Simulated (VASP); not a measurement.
Here is a VASP 6.6.1 calculation.

The input POSCAR:

```
GaN
1.0
    3.2785913828      0.0000000000      0.0000000000
   -1.6392956914      2.8393434261      0.0000000000
    0.0000000000      0.0000000000      5.2613501861
Ga N
2 2
Direct
    0.3333333333      0.6666666667      0.9991101046
    0.6666666667      0.3333333333      0.4991101046
    0.3333333333      0.6666666667      0.3758898954
    0.6666666667      0.3333333333      0.8758898954
```

Contents of INCAR.step1:

```
PREC = Accurate ; ENCUT = 520
ISMEAR = 0 ; SIGMA = 0.05
LREAL = False ; LASPH = True
NELM = 100 ; NBANDS = 26
GGA = PE ; ALGO = Normal
EDIFF = 1E-4 ; LWAVE = True
LCHARG = False
```

File INCAR.step2:

```
PREC = Accurate ; ENCUT = 520
EDIFF = 1E-6 ; ISMEAR = 0
SIGMA = 0.05 ; LREAL = False
LASPH = True ; NELM = 100
ALGO = Normal ; ISIF = 2
LWAVE = False ; LCHARG = False
METAGGA = R2SCAN ; LMIXTAU = True
NBANDS = 26 ; ISTART = 1
```

File KPOINTS:

```
regular mesh
0
Gamma
  12 12 6
```

Potentials or basis: VASP PAW PBE potentials, release 64 (Ga_d, N).

Run with:

```bash
$ cat potpaw_PBE.64/Ga_d/POTCAR potpaw_PBE.64/N/POTCAR > POTCAR
$ cp INCAR.step1 INCAR
$ mpirun -np 1 vasp_std > vasp.out
$ cp INCAR.step2 INCAR
$ mpirun -np 1 vasp_std > vasp.out
```

Question: Predict the band gap on the k mesh.

Answer: 1.85 eV, direct.

Question: What does it give for the pressure?

Answer: -11.6 GPa.

Question: Predict the largest force.

Answer: 0.101 eV/Å.

Stress tensor (GPa, compression positive):
```
-13.20   0.00   0.00
  0.00 -13.20   0.00
  0.00   0.00  -8.26
```

Caveat: the cell differs from its parent crystal (strain +0.030 along x and y, +0.015 along z); the PAW data sets were made with another functional, which shifts forces and pressure a little.
